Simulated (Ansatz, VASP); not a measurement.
**La in VASP and in Ansatz**

```
La
1.0
     3.79631    0.00000    0.00000
    -1.89816    3.28770    0.00000
     0.00000    0.00000   12.04126
La
4
Direct
  0.00000 0.00000 0.00000
  0.00000 0.00000 0.50000
  0.33333 0.66667 0.25000
  0.66667 0.33333 0.75000
```

Alike in both runs: task single point; functional r2SCAN; k mesh 6 × 6 × 2; occupations gaussian, width 0.1 eV; no spin polarisation.

|  | VASP | Ansatz |
| --- | --- | --- |
| version | VASP 6.6.1 | Ansatz 0.2.0 |
| potentials or method | VASP PAW PBE potentials, release 64 (La), cutoff 520 eV | scalar-relativistic, plane waves, PAW |
| valence electrons in the cell | 44 | 44 |

```csv
,VASP,Ansatz,Ansatz less VASP
gap on the k mesh at the Fermi level (eV),none,none,-
pressure (GPa),0.0,-0.1,-0.07
"traceless stress, the component that is largest in VASP (GPa)",0.21,0.21,-0.003
```

VASP's potentials were made for PBE, not for r2SCAN. A gap of «none» marks a metal or a gap that the smearing closes.

Neither program's run includes spin-orbit coupling.
